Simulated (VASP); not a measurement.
# InGaO2 (Pmmm) in VASP: a series of runs

InGaO2 is run at these levels: PBE; tasks: relaxation of cell and atoms, single point.

Everything below comes from runs of VASP 6.6.1. Logs are shortened: lines on timing, memory, paths and dates and some standing lists are left out, and cuts for length are marked.

## (1) The cell of the first run

The structure is orthorhombic, space group Pmmm (No. 47). The conventional cell has a = 3.161 Å, b = 3.522 Å, c = 5.706 Å, α = 90.00°, β = 90.00°, γ = 90.00°. Within 3.0 Å of In (site symmetry mmm) lie 4 O at 2.28 Å. Ga (site symmetry mmm) has 4 O at 2.11 Å within 2.8 Å. Within 2.8 Å of O (site symmetry mm2) lie 2 Ga at 2.11 Å and 2 In at 2.28 Å.

## (2) Relaxation of cell and atoms, PBE

File INCAR:

```
PREC = Accurate
ENCUT = 600
EDIFF = 1E-7
ISMEAR = 0
SIGMA = 0.1
LREAL = F
LASPH = T
NELM = 120
ALGO = Normal
ISIF = 3
LWAVE = F
LCHARG = F
GGA = PE
IBRION = 2
NSW = 90
EDIFFG = -0.04
GGA_COMPAT = F
NELMIN = 4
```

File KPOINTS:

```
Automatic mesh
0
Gamma
  6 6 4
```

File POSCAR:

```
InGaO2
1.0
    3.1614442200      0.0000000000      0.0000000000
    0.0000000000      3.5220035800      0.0000000000
    0.0000000000      0.0000000000      5.7064073900
In Ga O
1 1 2
Direct
    0.5000000000      0.5000000000      0.5000000000
    0.0000000000      0.0000000000      0.0000000000
    0.5000000000      0.0000000000      0.2460425300
    0.5000000000      0.0000000000      0.7539574700
```

Potentials or basis: VASP PAW PBE potentials, release 64 (In_d, Ga_d, O).

Started as:

```sh
> cat potpaw_PBE.64/In_d/POTCAR potpaw_PBE.64/Ga_d/POTCAR potpaw_PBE.64/O/POTCAR > POTCAR
> mpirun -np 1 vasp_std > vasp.out
```

OUTCAR:

```text
PREC = Accurate
   ENCUT = 600
   EDIFF = 1E-7
   ISMEAR = 0
   LREAL = F
   LASPH = T
   NELM = 120
   ISIF = 3
   GGA = PE
   IBRION = 2
   NSW = 90
   EDIFFG = -0.04
   NELMIN = 4

 ion  position               nearest neighbor table
   1  0.500  0.500  0.500-   3 2.28   4 2.28   3 2.28   4 2.28
   2  0.000  0.000  0.000-   3 2.11   4 2.11   3 2.11   4 2.11
   3  0.500  0.000  0.246-   2 2.11   2 2.11   1 2.28   1 2.28
   4  0.500  0.000  0.754-   2 2.11   2 2.11   1 2.28   1 2.28

  LATTYP: Found a simple orthorhombic cell.
 ALAT       =     3.1614442200
 B/A-ratio  =     1.1140489393
 C/A-ratio  =     1.8050001812

  Lattice vectors:

 A1 = (   3.1614442200,   0.0000000000,   0.0000000000)
 A2 = (   0.0000000000,   3.5220035800,   0.0000000000)
 A3 = (   0.0000000000,   0.0000000000,   5.7064073900)

Analysis of symmetry for initial positions (statically):
=====================================================================
 Subroutine PRICEL returns:
 Original cell was already a primitive cell.

 Routine SETGRP: Setting up the symmetry group for a
 simple orthorhombic supercell.

 Subroutine GETGRP returns: Found  8 space group operations
 (whereof  8 operations were pure point group operations)
 out of a pool of  8 trial point group operations.

The static configuration has the point symmetry D_2h.

Analysis of symmetry for dynamics (positions and initial velocities):
=====================================================================
 Subroutine PRICEL returns:
 Original cell was already a primitive cell.

 Routine SETGRP: Setting up the symmetry group for a
 simple orthorhombic supercell.

 Subroutine GETGRP returns: Found  8 space group operations
 (whereof  8 operations were pure point group operations)
 out of a pool of  8 trial point group operations.

The dynamic configuration has the point symmetry D_2h.

 Subroutine INISYM returns: Found  8 space group operations
 (whereof  8 operations are pure point group operations),
 and found     1 'primitive' translations

----------------------------------------------------------------------------------------

                                     Primitive cell

  volume of cell :      63.5387

  direct lattice vectors                    reciprocal lattice vectors
     3.161444220  0.000000000  0.000000000     0.316311132  0.000000000  0.000000000
     0.000000000  3.522003580  0.000000000     0.000000000  0.283929297  0.000000000
     0.000000000  0.000000000  5.706407390     0.000000000  0.000000000  0.175241607

  length of vectors
     3.161444220  3.522003580  5.706407390     0.316311132  0.283929297  0.175241607

  position of ions in fractional coordinates (direct lattice)
     0.500000000  0.500000000  0.500000000
     0.000000000  0.000000000  0.000000000
     0.500000000  0.000000000  0.246042530
     0.500000000  0.000000000  0.753957470

  ion indices of the primitive-cell ions
   primitive index   ion index
                 1           1
                 2           2
                 3           3
                 4           4

----------------------------------------------------------------------------------------

 KPOINTS: Automatic mesh

Automatic generation of k-mesh.
 Grid dimensions read from file:
 generate k-points for:    6    6    4

 Generating k-lattice:

  Cartesian coordinates                     Fractional coordinates (reciprocal lattice)
     0.052718522  0.000000000  0.000000000     0.166666667  0.000000000  0.000000000
     0.000000000  0.047321549  0.000000000     0.000000000  0.166666667  0.000000000
     0.000000000  0.000000000  0.043810402     0.000000000  0.000000000  0.250000000

  Length of vectors
     0.052718522  0.047321549  0.043810402

  Shift w.r.t. Gamma in fractional coordinates (k-lattice)
     0.000000000  0.000000000  0.000000000

 Subroutine IBZKPT returns following result:
 ===========================================

 Found     48 irreducible k-points:

 Following reciprocal coordinates:
            Coordinates               Weight
  0.000000  0.000000  0.000000      1.000000
  0.166667  0.000000  0.000000      2.000000
  0.333333  0.000000  0.000000      2.000000
  0.500000  0.000000  0.000000      1.000000
  0.000000  0.166667  0.000000      2.000000
  0.166667  0.166667  0.000000      4.000000
[... 16 lines left out ...]
  0.333333  0.166667  0.250000      8.000000
  0.500000  0.166667  0.250000      4.000000
 [... further k-points ...]
   k-points           NKPTS =     48   k-points in BZ     NKDIM =     48   number of bands    NBANDS=     23
   number of dos      NEDOS =    301   number of ions     NIONS =      4
   total plane-waves  NPLWV =  37632
   dimension x,y,z NGX =    28 NGY =   28 NGZ =   48
   dimension x,y,z NGXF=    56 NGYF=   56 NGZF=   96
   ions per type =               1   1   2
   NGX,Y,Z   is equivalent  to a cutoff of  14.72, 13.22, 13.98 a.u.
   NGXF,Y,Z  is equivalent  to a cutoff of  29.45, 26.43, 27.97 a.u.
 SYSTEM =  unknown system
   PREC   = accura    normal or accurate (medium, high low for compatibility)
   ISTART =      0    job   : 0-new  1-cont  2-samecut
   ICHARG =      2    charge: 1-file 2-atom 10-const
   ISPIN  =      1    spin polarized calculation?
   LNONCOLLINEAR =      F non collinear calculations
   LSORBIT =      F    spin-orbit coupling
   LASPH  =      T    aspherical Exc in radial PAW
   ENCUT  =  600.0 eV  44.10 Ry    6.64 a.u.   6.31  7.03 11.40*2*pi/ulx,y,z
   NELM   =    120;   NELMIN=  4; NELMDL= -5     # of ELM steps
   EDIFF  = 0.1E-06   stopping-criterion for ELM
   LREAL  =      F    real-space projection
   EDIFFG = -.4E-01   stopping-criterion for IOM
   NSW    =     90    number of steps for IOM
   IBRION =      2    ionic relax: 0-MD 1-quasi-New 2-CG
   NFREE  =      1    steps in history (QN), initial steepest desc. (CG)
   ISIF   =      3    stress and relaxation
   ISYM   =      2    0-nonsym 1-usesym 2-fastsym
   POTIM  = 0.5000    time-step for ionic-motion
   TEBEG  =    0.0;   TEEND  =   0.0 temperature during run
   PSTRESS=    0.0 pullay stress
   NELECT =      38.0000    total number of electrons
   NUPDOWN=      -1.0000    fix difference up-down
   EMIN   =  10.00;   EMAX   =-10.00  energy-range for DOS
   EFERMI =   0.00;   METHOD = LEGACY
   ISMEAR =     0;   SIGMA  =   0.10  broadening in eV -4-tet -1-fermi 0-gaus
   EFERMI_NEDOS =   21; number of points for ismear=-14 and -15
   IALGO  =     38    algorithm
   IMIX   =      4    mixing-type and parameters
     AMIX     =   0.40;   BMIX     =  1.00
     AMIX_MAG =   1.60;   BMIX_MAG =  1.00
  volume/ion in A,a.u.               =      15.88       107.20
  Fermi-wavevector in a.u.,A,eV,Ry     =   1.379293  2.606487 25.884409  1.902450
  Thomas-Fermi vector in A             =   2.504276
   LORBIT       =      0    0 simple, 1 ext, 2 COOP (PROOUT), +10 PAW based schemes
   GGA     = PE    functional components
   LHFCALC =     F    Hartree Fock is set to
   AEXX    =    0.0000 exact exchange contribution
   IVDW    =     0    specifies the selected vdW correction
   LEPSILON=     F    determine dielectric tensor
   LRPA    =     F    only Hartree local field effects (RPA)
 conjugate gradient relaxation of ions
 non-spin polarized calculation
 Gauss-broadening in eV      SIGMA  =   0.10
  energy-cutoff  :      600.00
  volume of cell :       63.54
 maximum number of plane-waves:      2140
 NGX is ok and might be reduce to    28
   NGX = 13   NGY = 15   NGZ = 23

--------------------------------------- Ionic step        1  -------------------------------------------

 number of electron      38.0000017 magnetization

 Free energy of the ion-electron system (eV)
  ---------------------------------------------------
  ext. energy  EPLUGINS =         0.00000000
  ---------------------------------------------------
  free energy    TOTEN  =       -18.95861261 eV

  energy without entropy =      -18.94731257  energy(sigma->0) =      -18.95296259

------------------------ aborting loop because EDIFF is reached ----------------------------------------

  FORCE on cell =-STRESS in cart. coord.  units (eV):
  Direction    XX          YY          ZZ          XY          YZ          ZX
  --------------------------------------------------------------------------------------
  -------------------------------------------------------------------------------------
  Total       -4.5352202      1.2769248     -1.9457185     -0.0000000      0.0000000      0.0000000
  in kB     -114.3591367     32.1986624    -49.0628185     -0.0000000      0.0000000      0.0000000
  external PRESSURE =     -43.7410976 kB  Pullay stress =       0.0000000 kB
[... 95 lines left out ...]
  FREE ENERGIE OF THE ION-ELECTRON SYSTEM (eV)
  ---------------------------------------------------
  free  energy   TOTEN  =       -19.5816251533 eV

  energy  without entropy=      -19.5779541995  energy(sigma->0) =      -19.57978968

[... ionic steps 4 to 13 ...]

--------------------------------------- Ionic step       14  -------------------------------------------

 number of electron      38.0000019 magnetization

 E-fermi :   4.9103     XC(G=0):  -9.9998

 val. band max:        4.8715758799   @ k =   0.5000   0.5000   0.5000
 cond. band min:       5.0095582313   @ k =   0.0000   0.1667   0.5000
 fundamental gap:      0.1379823513
 Fermi energy:         4.9102902256

 k-point     1 :       0.0000    0.0000    0.0000
  band No.  band energies     occupation
      1     -14.9180      2.00000
      2     -13.5304      2.00000
      3     -10.0963      2.00000
      4     -10.0447      2.00000
      5     -10.0353      2.00000
      6     -10.0067      2.00000
[... 688 lines left out ...]
  energy  without entropy=      -19.9408976150  energy(sigma->0) =      -19.94180715

--------------------------------------- Ionic step       16  -------------------------------------------

 number of electron      38.0000017 magnetization

 Free energy of the ion-electron system (eV)
  ---------------------------------------------------
  ext. energy  EPLUGINS =         0.00000000
  ---------------------------------------------------
  free energy    TOTEN  =       -19.94344663 eV

  energy without entropy =      -19.94160796  energy(sigma->0) =      -19.94252730

 E-fermi :   4.9550     XC(G=0): -10.0236

 val. band max:        4.9277597434   @ k =   0.5000   0.5000   0.5000
 cond. band min:       5.0484159308   @ k =   0.0000   0.1667   0.5000
 fundamental gap:      0.1206561873
 Fermi energy:         4.9550140483

 k-point     1 :       0.0000    0.0000    0.0000
  band No.  band energies     occupation
      1     -14.8845      2.00000
      2     -13.5098      2.00000
      3     -10.0769      2.00000
      4     -10.0298      2.00000
      5     -10.0144      2.00000
      6      -9.9888      2.00000
[... 646 lines left out ...]
  FREE ENERGIE OF THE ION-ELECTRON SYSTEM (eV)
  ---------------------------------------------------
  free  energy   TOTEN  =       -19.9434466271 eV

  energy  without entropy=      -19.9416079632  energy(sigma->0) =      -19.94252730

 reached required accuracy - stopping structural energy minimisation
```

Run time: 6.1 min. Hardware: 1 thread of Intel Xeon 6975P-C (Granite Rapids), shared host; peak memory 0.26 GiB.

What came out:

| Property | Result |
| --- | --- |
| Free energy | -19.9434 eV |
| Relaxed volume | 16.32 Å³/atom |
| Relaxed cell | a = 2.856 Å, b = 3.751 Å, c = 6.094 Å, α = 90.00°, β = 90.00°, γ = 90.00° |
| Space group after relaxing (to 0.05 Å) | Pmmm (No. 47) |
| Energy gained by relaxing | 246.2 meV/atom |
| Ionic steps | 16 |
| Pressure after relaxing | 0.0 GPa |
| Largest force after relaxing | 0.022 eV/Å |
| Band gap on the k mesh | zero (band 19 reaches 4.93 eV, above the bottom of band 20 at 4.29 eV) |

Forces on the atoms (eV/Å):
```
In   0.000  0.000  0.000
Ga   0.000  0.000  0.000
O    0.000  0.000  0.022
O    0.000  0.000 -0.022
```

Stress tensor (GPa, compression positive):
```
-0.01  0.00  0.00
 0.00 -0.11  0.00
 0.00  0.00 -0.03
```

The path:
```csv
step,energy change (eV),largest force (eV/Å),pressure (GPa),volume (Å³)
1,0.0000,1.7014,-4.37,63.54
2,-0.5442,1.2331,3.17,59.56
3,-0.6230,0.3277,8.90,57.89
4,-0.7738,1.1343,10.39,59.77
5,-0.7752,1.0225,10.20,59.64
6,-0.9737,0.1995,-0.36,65.60
7,-0.9738,0.1804,-0.22,65.49
8,-0.9761,0.1255,-0.14,65.59
9,-0.9780,0.0271,0.04,65.77
10,-0.9780,0.0058,0.07,65.81
11,-0.9801,0.0173,-0.26,65.96
12,-0.9815,0.0329,-0.75,66.18
13,-0.9833,0.0281,-0.35,65.85
14,-0.9841,0.0883,0.01,65.53
15,-0.9841,0.1009,0.07,65.46
16,-0.9848,0.0225,-0.05,65.29
```

Final structure:
```
In Ga O
1.0
     2.85599    0.00000    0.00000
     0.00000    3.75127    0.00000
     0.00000    0.00000    6.09423
In Ga O
1 1 2
Direct
  0.50000 0.50000 0.50000
  0.00000 0.00000 0.00000
  0.50000 0.00000 0.20982
  0.50000 0.00000 0.79018
```

Levels at points of the mesh, in eV from the Fermi level:
```
           k point  band 16  band 17  band 18  band 19  band 20  band 21  band 22  band 23
(0.00, 0.00, 0.00)    -3.50    -3.28    -2.89    -2.03     1.66     1.94     5.06     6.79
(0.50, 0.00, 0.00)    -3.20    -2.58    -2.32    -0.48     0.47     2.81     5.52     6.39
(0.00, 0.50, 0.00)    -3.43    -2.87    -2.55    -2.02     0.72     2.22     4.24     4.86
(0.50, 0.50, 0.00)    -4.31    -3.47    -2.04    -0.53     1.93     2.34     3.98     5.62
(0.00, 0.00, 0.50)    -3.46    -3.32    -2.08    -1.56    -0.67     5.00     5.84     6.21
(0.50, 0.00, 0.50)    -3.49    -2.92    -2.89    -0.12     1.54     2.83     4.57     5.54
(0.00, 0.50, 0.50)    -4.23    -3.43    -2.03    -1.15     2.11     2.86     2.88     4.23
(0.50, 0.50, 0.50)    -3.95    -3.93    -2.93    -0.03     1.21     2.14     4.39     6.67
```

Caveat: spin-orbit coupling is left out, which moves the levels of the heavy elements.

## (3) Single point, PBE, collinear spin, ferromagnetic start

This run uses another cell than the first one, of 16.29 Å³/atom, 1.026 times its volume.

File INCAR:

```
SYSTEM = InGaO2
ALGO     = Normal         ! electronic algorithm
EDIFF    = 1E-6           ! SCF threshold, eV
ENCUT    = 600            ! plane-wave cutoff, eV
GGA      = PE             ! functional
GGA_COMPAT= .False.      
ISIF     = 2              ! what is computed and relaxed
ISMEAR   = 0              ! smearing method
ISPIN    = 2              ! spin polarisation
LASPH    = .True.         ! aspherical terms in the spheres
LCHARG   = .False.        ! write CHGCAR
LORBIT   = 11             ! projections on sites
LREAL    = .False.        ! projectors in reciprocal space
LWAVE    = .False.        ! write WAVECAR
MAGMOM   = 0 0 1 1        ! initial moments
NBANDS   = 31             ! bands
NELM     = 200            ! most SCF steps
PREC     = Accurate       ! precision mode
SIGMA    = 0.1            ! smearing width, eV
```

File KPOINTS:

```
k-points
0
Gamma
  6 4 4
  0 0 0
```

File POSCAR:

```
InGaO2
1.0
    2.8506153555      0.0000000000      0.0000000000
    0.0000000000      3.7434186905      0.0000000000
    0.0000000000      0.0000000000      6.1074861506
In Ga O
1 1 2
Direct
    0.5000000000      0.5000000000      0.5000000000
    0.0000000000      0.0000000000      0.0000000000
    0.5000000000      0.0000000000      0.2093751198
    0.5000000000      0.0000000000      0.7906248802
```

Potentials or basis: VASP PAW PBE potentials, release 64 (In_d, Ga_d, O).

Started as:

```sh
> cat potpaw_PBE.64/In_d/POTCAR potpaw_PBE.64/Ga_d/POTCAR potpaw_PBE.64/O/POTCAR > POTCAR
> mpirun -np 1 vasp_std > vasp.out
```

It took 70 s on 1 thread of Intel Xeon 6975P-C (Granite Rapids), shared host; peak memory 0.3 GiB.

Results (log left out):

| Quantity | Value |
| --- | --- |
| Free energy | -19.9477 eV |
| Pressure | 0.1 GPa |
| Largest force | 0.049 eV/Å |
| Band gap on the k mesh | zero (filled and empty bands overlap) |
| Net moment | 0.00 μB per cell |
| Valence electrons inside the program's atomic spheres | In 11.28; Ga 11.69; O 4.98 |

Forces in eV/Å, atoms in the order of the input:
```
In   0.000  0.000  0.000
Ga   0.000  0.000  0.000
O    0.000  0.000  0.049
O    0.000  0.000 -0.049
```

Stress tensor (GPa, compression positive):
```
 0.59  0.00  0.00
 0.00 -0.16  0.00
 0.00  0.00 -0.08
```

Levels at points of the mesh, in eV from the Fermi level:
Spin up:
```tsv
k point	band 16	band 17	band 18	band 19	band 20	band 21	band 22	band 23
(0.00, 0.00, 0.00)	-3.45	-3.27	-2.86	-1.99	1.70	1.97	5.10	6.84
(0.50, 0.00, 0.00)	-3.15	-2.55	-2.29	-0.48	0.50	2.86	5.59	6.44
(0.00, 0.50, 0.00)	-3.39	-2.85	-2.55	-1.97	0.75	2.27	4.27	4.88
(0.50, 0.50, 0.00)	-4.27	-3.43	-2.02	-0.50	1.97	2.36	4.04	5.61
(0.00, 0.00, 0.50)	-3.42	-3.28	-2.04	-1.54	-0.63	5.03	5.86	6.27
(0.50, 0.00, 0.50)	-3.45	-2.88	-2.85	-0.12	1.57	2.88	4.62	5.62
(0.00, 0.50, 0.50)	-4.21	-3.38	-1.98	-1.14	2.15	2.84	2.95	4.24
(0.50, 0.50, 0.50)	-3.92	-3.88	-2.90	-0.01	1.25	2.17	4.45	6.66
```
Spin down:
| k point | band 17 | band 18 | band 19 | band 20 | band 21 | band 22 |
| --- | --- | --- | --- | --- | --- | --- |
| (0.00, 0.00, 0.00) | -3.27 | -2.86 | -1.99 | 1.70 | 1.97 | 5.10 |
| (0.50, 0.00, 0.00) | -2.55 | -2.29 | -0.48 | 0.50 | 2.86 | 5.59 |
| (0.00, 0.50, 0.00) | -2.85 | -2.55 | -1.97 | 0.75 | 2.27 | 4.27 |
| (0.50, 0.50, 0.00) | -3.43 | -2.02 | -0.50 | 1.97 | 2.36 | 4.04 |
| (0.00, 0.00, 0.50) | -3.28 | -2.04 | -1.54 | -0.63 | 5.03 | 5.86 |
| (0.50, 0.00, 0.50) | -2.88 | -2.85 | -0.12 | 1.58 | 2.88 | 4.62 |
| (0.00, 0.50, 0.50) | -3.38 | -1.98 | -1.14 | 2.15 | 2.84 | 2.95 |
| (0.50, 0.50, 0.50) | -3.88 | -2.90 | -0.01 | 1.25 | 2.17 | 4.45 |

Caveat: the k points lie up to 0.42 Å⁻¹ apart; spin-orbit coupling is left out, which moves the levels of the heavy elements.
